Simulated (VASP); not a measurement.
# InO in VASP: notebook

Runs on InO. Level: PBE+D3(BJ). Tasks: single point.

Everything below comes from runs of VASP 6.6.1. Logs are shortened: lines on timing, memory, paths and dates and some standing lists are left out, and cuts for length are marked.

## Step 1: The cell of the first run

The cell holds a slab with vacuum, 4 atoms: a = 3.344 Å, b = 3.344 Å, c = 15.059 Å, α = 90.00°, β = 90.00°, γ = 120.00°.

## Step 2: Single point, PBE+D3(BJ) (strain -0.025 along x and y, -0.050 along z)

INCAR reads:

```
PREC = Accurate
ENCUT = 520
EDIFF = 1E-6
ISMEAR = 0
SIGMA = 0.05
LREAL = False
LASPH = True
NELM = 80
ALGO = Normal
ISIF = 2
LWAVE = False
LCHARG = False
GGA = PE
IVDW = 12
NBANDS = 27
```

KPOINTS reads:

```
Automatic mesh
0
Gamma
  12 12 2
```

POSCAR reads:

```
InO
1.0
    3.3440386077      0.0000000000      0.0000000000
   -1.6720193039      2.8960223855      0.0000000000
    0.0000000000      0.0000000000     15.0594211205
In O
2 2
Direct
    0.6666666667      0.3333333333      0.5895266171
    0.6666666667      0.3333333333      0.4104733829
    0.0000000000      0.0000000000      0.6398766429
    0.0000000000      0.0000000000      0.3601233571
```

Potentials or basis: VASP PAW PBE potentials, release 64 (In_d, O).

Launch:

```console
cat potpaw_PBE.64/In_d/POTCAR potpaw_PBE.64/O/POTCAR > POTCAR
mpirun -np 1 vasp_std > vasp.out
```

OUTCAR:

```text
PREC = Accurate
   ENCUT = 520
   EDIFF = 1E-6
   ISMEAR = 0
   LREAL = False
   LASPH = True
   NELM = 80
   ISIF = 2
   GGA = PE
   IVDW = 12
 IVDW          = 12

 ion  position               nearest neighbor table
   1  0.667  0.333  0.590-   3 2.07   3 2.07   3 2.07   2 2.70
   2  0.667  0.333  0.410-   4 2.07   4 2.07   4 2.07   1 2.70
   3  0.000  0.000  0.640-   1 2.07   1 2.07   1 2.07
   4  0.000  0.000  0.360-   2 2.07   2 2.07   2 2.07

  LATTYP: Found a hexagonal cell.
 ALAT       =     3.3440386077
 C/A-ratio  =     4.5033634139

  Lattice vectors:

 A1 = (   3.3440386077,   0.0000000000,   0.0000000000)
 A2 = (  -1.6720193039,   2.8960223855,   0.0000000000)
 A3 = (   0.0000000000,   0.0000000000,  15.0594211205)

Analysis of symmetry for initial positions (statically):
=====================================================================
 Subroutine PRICEL returns:
 Original cell was already a primitive cell.

 Routine SETGRP: Setting up the symmetry group for a
 hexagonal supercell.

 Subroutine GETGRP returns: Found 12 space group operations
 (whereof 12 operations were pure point group operations)
 out of a pool of 24 trial point group operations.

The static configuration has the point symmetry D_3h.

Analysis of symmetry for dynamics (positions and initial velocities):
=====================================================================
 Subroutine PRICEL returns:
 Original cell was already a primitive cell.

 Routine SETGRP: Setting up the symmetry group for a
 hexagonal supercell.

 Subroutine GETGRP returns: Found 12 space group operations
 (whereof 12 operations were pure point group operations)
 out of a pool of 24 trial point group operations.

The dynamic configuration has the point symmetry D_3h.

 Subroutine INISYM returns: Found 12 space group operations
 (whereof 12 operations are pure point group operations),
 and found     1 'primitive' translations

----------------------------------------------------------------------------------------

                                     Primitive cell

  volume of cell :     145.8416

  direct lattice vectors                    reciprocal lattice vectors
     3.344038608  0.000000000  0.000000000     0.299039610  0.172650599  0.000000000
    -1.672019304  2.896022385  0.000000000     0.000000000  0.345301198  0.000000000
     0.000000000  0.000000000 15.059421120     0.000000000  0.000000000  0.066403615

  length of vectors
     3.344038608  3.344038608 15.059421120     0.345301198  0.345301198  0.066403615

  position of ions in fractional coordinates (direct lattice)
     0.666666667  0.333333333  0.589526617
     0.666666667  0.333333333  0.410473383
     0.000000000  0.000000000  0.639876643
     0.000000000  0.000000000  0.360123357

  ion indices of the primitive-cell ions
   primitive index   ion index
                 1           1
                 2           2
                 3           3
                 4           4

----------------------------------------------------------------------------------------

 KPOINTS: Automatic mesh

Automatic generation of k-mesh.
 Grid dimensions read from file:
 generate k-points for:   12   12    2

 Generating k-lattice:

  Cartesian coordinates                     Fractional coordinates (reciprocal lattice)
     0.024919967  0.014387550  0.000000000     0.083333333  0.000000000  0.000000000
     0.000000000  0.028775100  0.000000000     0.000000000  0.083333333  0.000000000
     0.000000000  0.000000000  0.033201807     0.000000000  0.000000000  0.500000000

  Length of vectors
     0.028775100  0.028775100  0.033201807

  Shift w.r.t. Gamma in fractional coordinates (k-lattice)
     0.000000000  0.000000000  0.000000000

 Subroutine IBZKPT returns following result:
 ===========================================

 Found     38 irreducible k-points:

 Following reciprocal coordinates:
            Coordinates               Weight
  0.000000  0.000000  0.000000      1.000000
  0.083333  0.000000  0.000000      6.000000
  0.166667  0.000000  0.000000      6.000000
  0.250000  0.000000  0.000000      6.000000
  0.333333  0.000000  0.000000      6.000000
  0.416667  0.000000  0.000000      6.000000
[... 16 lines left out ...]
  0.250000  0.000000  0.500000      6.000000
  0.333333  0.000000  0.500000      6.000000
 [... further k-points ...]
   k-points           NKPTS =     38   k-points in BZ     NKDIM =     38   number of bands    NBANDS=     27
   number of dos      NEDOS =    301   number of ions     NIONS =      4
   total plane-waves  NPLWV =  87808
   dimension x,y,z NGX =    28 NGY =   28 NGZ =  112
   dimension x,y,z NGXF=    56 NGYF=   56 NGZF=  224
   ions per type =               2   2
   NGX,Y,Z   is equivalent  to a cutoff of  13.92, 13.92, 12.36 a.u.
   NGXF,Y,Z  is equivalent  to a cutoff of  27.84, 27.84, 24.73 a.u.
 SYSTEM =  unknown system
   PREC   = accura    normal or accurate (medium, high low for compatibility)
   ISTART =      0    job   : 0-new  1-cont  2-samecut
   ICHARG =      2    charge: 1-file 2-atom 10-const
   ISPIN  =      1    spin polarized calculation?
   LNONCOLLINEAR =      F non collinear calculations
   LSORBIT =      F    spin-orbit coupling
   LASPH  =      T    aspherical Exc in radial PAW
   ENCUT  =  520.0 eV  38.22 Ry    6.18 a.u.   6.22  6.22 28.00*2*pi/ulx,y,z
   NELM   =     80;   NELMIN=  2; NELMDL= -5     # of ELM steps
   EDIFF  = 0.1E-05   stopping-criterion for ELM
   LREAL  =      F    real-space projection
   EDIFFG = 0.1E-04   stopping-criterion for IOM
   NSW    =      0    number of steps for IOM
   IBRION =     -1    ionic relax: 0-MD 1-quasi-New 2-CG
   NFREE  =      0    steps in history (QN), initial steepest desc. (CG)
   ISIF   =      2    stress and relaxation
   ISYM   =      2    0-nonsym 1-usesym 2-fastsym
   POTIM  = 0.5000    time-step for ionic-motion
   TEBEG  =    0.0;   TEEND  =   0.0 temperature during run
   PSTRESS=    0.0 pullay stress
   NELECT =      38.0000    total number of electrons
   NUPDOWN=      -1.0000    fix difference up-down
   EMIN   =  10.00;   EMAX   =-10.00  energy-range for DOS
   EFERMI =   0.00;   METHOD = LEGACY
   ISMEAR =     0;   SIGMA  =   0.05  broadening in eV -4-tet -1-fermi 0-gaus
   EFERMI_NEDOS =   21; number of points for ismear=-14 and -15
   IALGO  =     38    algorithm
   IMIX   =      4    mixing-type and parameters
     AMIX     =   0.40;   BMIX     =  1.00
     AMIX_MAG =   1.60;   BMIX_MAG =  1.00
  volume/ion in A,a.u.               =      36.46       246.05
  Fermi-wavevector in a.u.,A,eV,Ry     =   1.045624  1.975943 14.875651  1.093330
  Thomas-Fermi vector in A             =   2.180428
   LORBIT       =      0    0 simple, 1 ext, 2 COOP (PROOUT), +10 PAW based schemes
   GGA     = PE    functional components
   LHFCALC =     F    Hartree Fock is set to
   AEXX    =    0.0000 exact exchange contribution
   IVDW    =    12    specifies the selected vdW correction
   LEPSILON=     F    determine dielectric tensor
   LRPA    =     F    only Hartree local field effects (RPA)
 non-spin polarized calculation
 Gauss-broadening in eV      SIGMA  =   0.05
  energy-cutoff  :      520.00
  volume of cell :      145.84
 maximum number of plane-waves:      3950
 NGX is ok and might be reduce to    28
   NGX = 13   NGY = 13   NGZ = 57

 number of electron      38.0000008 magnetization

 Free energy of the ion-electron system (eV)
  ---------------------------------------------------
  ext. energy  EPLUGINS =         0.00000000
  ---------------------------------------------------
  free energy    TOTEN  =       -19.15300684 eV

  energy without entropy =      -19.15300684  energy(sigma->0) =      -19.15300684

 E-fermi :  -0.7614     XC(G=0):  -5.2189

 val. band max:       -0.9696565144   @ k =   0.3333   0.3333   0.0000
 cond. band min:      -0.3565740163   @ k =   0.0000   0.0000   0.5000
 fundamental gap:      0.6130824981
 Fermi energy:        -0.7614308223

 k-point     1 :       0.0000    0.0000    0.0000
  band No.  band energies     occupation
      1     -19.2224      2.00000
      2     -19.1888      2.00000
      3     -14.6552      2.00000
      4     -14.6552      2.00000
      5     -14.6114      2.00000
      6     -14.5847      2.00000
[... 19 lines left out ...]
     26       8.9538      0.00000
     27       8.9538      0.00000

 k-point     2 :       0.0833    0.0000    0.0000
  band No.  band energies     occupation
      1     -19.2081      2.00000
      2     -19.1763      2.00000
      3     -14.7042      2.00000
      4     -14.6331      2.00000
      5     -14.5607      2.00000
      6     -14.5600      2.00000
[... 19 lines left out ...]
     26       7.9762      0.00000
     27       8.8150      0.00000

 k-point     3 :       0.1667    0.0000    0.0000
  band No.  band energies     occupation
      1     -19.1718      2.00000
      2     -19.1447      2.00000
      3     -14.7276      2.00000
      4     -14.5779      2.00000
      5     -14.4928      2.00000
      6     -14.4879      2.00000
[... 19 lines left out ...]
     26       7.9760      0.00000
     27       8.5061      0.00000

 k-point     4 :       0.2500    0.0000    0.0000
  band No.  band energies     occupation
      1     -19.1291      2.00000
      2     -19.1072      2.00000
      3     -14.7174      2.00000
      4     -14.5221      2.00000
      5     -14.4240      2.00000
      6     -14.4030      2.00000
[... 19 lines left out ...]
     26       8.1874      0.00000
     27       8.2783      0.00000

 k-point     5 :       0.3333    0.0000    0.0000
  band No.  band energies     occupation
      1     -19.0946      2.00000
      2     -19.0764      2.00000
      3     -14.6966      2.00000
      4     -14.4952      2.00000
      5     -14.4603      2.00000
      6     -14.3326      2.00000
[... 19 lines left out ...]
     26       7.9399      0.00000
     27       8.7135      0.00000

 k-point     6 :       0.4167    0.0000    0.0000
  band No.  band energies     occupation
      1     -19.0745      2.00000
      2     -19.0579      2.00000
      3     -14.6852      2.00000
      4     -14.4897      2.00000
      5     -14.4794      2.00000
      6     -14.3299      2.00000
[... 444 lines left out ...]
      1     -19.2081      2.00000
      2     -19.1763      2.00000
      3     -14.7042      2.00000
      4     -14.6331      2.00000
      5     -14.5607      2.00000
      6     -14.5600      2.00000
[... 19 lines left out ...]
     26       8.7493      0.00000
     27       8.8150      0.00000

 k-point    22 :       0.1667    0.0000    0.5000
  band No.  band energies     occupation
      1     -19.1718      2.00000
      2     -19.1447      2.00000
      3     -14.7276      2.00000
      4     -14.5779      2.00000
      5     -14.4928      2.00000
      6     -14.4879      2.00000
[... 19 lines left out ...]
     26       8.5061      0.00000
     27       8.8341      0.00000

 k-point    23 :       0.2500    0.0000    0.5000
  band No.  band energies     occupation
      1     -19.1291      2.00000
      2     -19.1072      2.00000
      3     -14.7174      2.00000
      4     -14.5221      2.00000
      5     -14.4241      2.00000
      6     -14.4030      2.00000
[... 19 lines left out ...]
     26       7.9965      0.00000
     27       8.1874      0.00000

 k-point    24 :       0.3333    0.0000    0.5000
  band No.  band energies     occupation
      1     -19.0946      2.00000
      2     -19.0764      2.00000
      3     -14.6966      2.00000
      4     -14.4952      2.00000
      5     -14.4603      2.00000
      6     -14.3325      2.00000
[... 19 lines left out ...]
     26       7.9399      0.00000
     27       8.1981      0.00000

 [... further k-points ...]

------------------------ aborting loop because EDIFF is reached ----------------------------------------

 Edisp (eV)   -0.62294

 E8    (eV) :    -0.2910

  FORCE on cell =-STRESS in cart. coord.  units (eV):
  Direction    XX          YY          ZZ          XY          YZ          ZX
  --------------------------------------------------------------------------------------
  -------------------------------------------------------------------------------------
  Total       4.78533     4.78533     3.76884    -0.00000    -0.00000     0.00000
  in kB      52.57038    52.57038    41.40343    -0.00000    -0.00000     0.00000
  external pressure =       48.85 kB  Pullay stress =        0.00 kB

 VOLUME and BASIS-vectors are now :
 -----------------------------------------------------------------------------
  energy-cutoff  :      520.00
  volume of cell :      145.84
      direct lattice vectors                 reciprocal lattice vectors
     3.344038608  0.000000000  0.000000000     0.299039610  0.172650599  0.000000000
    -1.672019304  2.896022385  0.000000000     0.000000000  0.345301198  0.000000000
     0.000000000  0.000000000 15.059421120     0.000000000  0.000000000  0.066403615

 POSITION                                       TOTAL-FORCE (eV/Angst)
 -----------------------------------------------------------------------------------
      1.67202      0.96534      8.87793        -0.000000      0.000000     -0.080657
      1.67202      0.96534      6.18149        -0.000000      0.000000      0.080657
      0.00000      0.00000      9.63617         0.000000     -0.000000      0.967569
      0.00000      0.00000      5.42325         0.000000     -0.000000     -0.967569
 -----------------------------------------------------------------------------------
    total drift:                               -0.000000      0.000000      0.000000

  FREE ENERGIE OF THE ION-ELECTRON SYSTEM (eV)
  ---------------------------------------------------
  free  energy   TOTEN  =       -19.7759466906 eV

  energy  without entropy=      -19.7759466905  energy(sigma->0) =      -19.77594669
```

It took 4.1 min on 1 thread of Intel Xeon 6975P-C, shared host; peak memory 0.36 GiB.

Results:

```yaml
Free_energy: -19.7759 eV
Largest_force: 0.968 eV/Å
Band_gap_on_the_k_mesh: 0.61 eV, indirect (least direct gap 1.47 eV)
Dispersion_energy_per_atom: -0.156 eV
```

Forces on the atoms (eV/Å):
```
In   0.000  0.000 -0.081
In   0.000  0.000  0.081
O    0.000  0.000  0.968
O    0.000  0.000 -0.968
```

Levels at points of the mesh, in eV from the valence-band top:
```
           k point  band 15  band 16  band 17  band 18  band 19  band 20  band 21  band 22  band 23  band 24
(0.00, 0.00, 0.00)    -1.82    -1.82    -1.77    -1.77    -0.86     0.61     3.61     5.99     6.19     8.28
(0.50, 0.00, 0.00)    -2.93    -2.89    -2.74    -2.18    -0.28     2.36     4.91     5.95     7.38     8.71
(0.00, 0.00, 0.50)    -1.82    -1.82    -1.77    -1.77    -0.86     0.61     3.61     5.79     6.56     7.63
(0.50, 0.00, 0.50)    -2.93    -2.89    -2.74    -2.18    -0.28     2.36     4.91     5.95     7.39     8.71
```

Caveat: the cell differs from its parent crystal (strain -0.025 along x and y, -0.050 along z); spin-orbit coupling is left out, which moves the levels of the heavy elements.

(Continued in part 2 of 2.)
